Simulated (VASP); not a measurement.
Input of a VASP 6.6.1 run:

File INCAR:

```
SYSTEM = BiH2
  ALGO = Normal
  EDIFF = 1E-6
  ENCUT = 520
  GGA = PE
  ISIF = 2
  ISMEAR = 0
  LASPH = .True.
  LCHARG = .False.
  LREAL = .False.
  LWAVE = .False.
  NBANDS = 26
  NELM = 100
  PREC = Accurate
  SIGMA = 0.1
```

File KPOINTS:

```
k-points
0
Gamma
  4 4 6
  0 0 0
```

POSCAR

```
BiH2
1.0
    4.3836193402      0.0000000000      0.0000000000
    0.0000000000      5.3501735753      0.0000000000
    0.0000000000      0.0000000000      3.3399380222
Bi H
2 4
Direct
    0.0000000000      0.0000000000      0.0000000000
    0.5000000000      0.5000000000      0.5000000000
    0.2004000000      0.3787000000      0.0000000000
    0.7996000000      0.6213000000      0.0000000000
    0.7004000000      0.1213000000      0.5000000000
    0.2996000000      0.8787000000      0.5000000000
```

Potentials or basis: VASP PAW PBE potentials, release 64 (Bi_d, H).

Run with:

```console
$ cat potpaw_PBE.64/Bi_d/POTCAR potpaw_PBE.64/H/POTCAR > POTCAR
$ mpirun -np 1 vasp_std > vasp.out
```

Q: Predict the band gap on the k mesh.

A: Zero (bands 17 and 18 overlap by 4.71 eV).

Q: What does it give for the pressure?

A: 6.9 GPa.

Q: What does it give for the largest force?

A: 0.249 eV/Å.

Forces in eV/Å, atoms in the order of the input:
```
Bi   0.000  0.000  0.000
Bi   0.000  0.000  0.000
H   -0.101 -0.228  0.000
H    0.101  0.228  0.000
H   -0.101  0.228  0.000
H    0.101 -0.228  0.000
```

Caveat: the stress differs along the axes, from 3 to 12 GPa; spin-orbit coupling is left out, which moves the levels of the heavy elements.
